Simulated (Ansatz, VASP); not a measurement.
# Two plane-wave programs on Bi2TeSe2

```
Bi Te Se
1.0
     2.15425    1.24375   10.00370
    -2.15425    1.24375   10.00370
     0.00000   -2.48751   10.00370
Bi Te Se
2 1 2
Direct
  0.39806 0.39806 0.39806
  0.60194 0.60194 0.60194
  0.00000 0.00000 0.00000
  0.21160 0.21160 0.21160
  0.78840 0.78840 0.78840
```

Change from the starting cell: strain +0.030 along x and y, +0.030 along z, atoms carried along.

Alike in both runs: task single point; functional PBEsol; k mesh 12 × 12 × 12; occupations gaussian, width 0.05 eV; no spin polarisation.

|  | VASP | Ansatz |
| --- | --- | --- |
| version | VASP 6.6.1 | Ansatz 0.2.0 |
| potentials or method | VASP PAW PBE potentials, release 64 (Bi_d, Te, Se), cutoff 520 eV | scalar-relativistic, plane waves, PAW |
| valence electrons in the cell | 48 | 78 |

Ansatz gave:

- gap on the k mesh at the Fermi level (eV): 0.46
- least direct gap on the mesh (eV): 0.46
- pressure (GPa): -3.0
- rms of the force components (eV/Å): 0.715

Which values does VASP return?

gap on the k mesh at the Fermi level (eV): 0.47; least direct gap on the mesh (eV): 0.47; pressure (GPa): -3.0; rms of the force components (eV/Å): 0.713.

VASP's potentials were made for PBE, not for PBEsol. Atom by atom the forces differ by 0.003 eV/Å (rms over components). VASP's potentials hold 48 valence electrons a cell and Ansatz's 78, so a difference there can come from the potentials and not from the codes.

Spin-orbit coupling is off throughout.
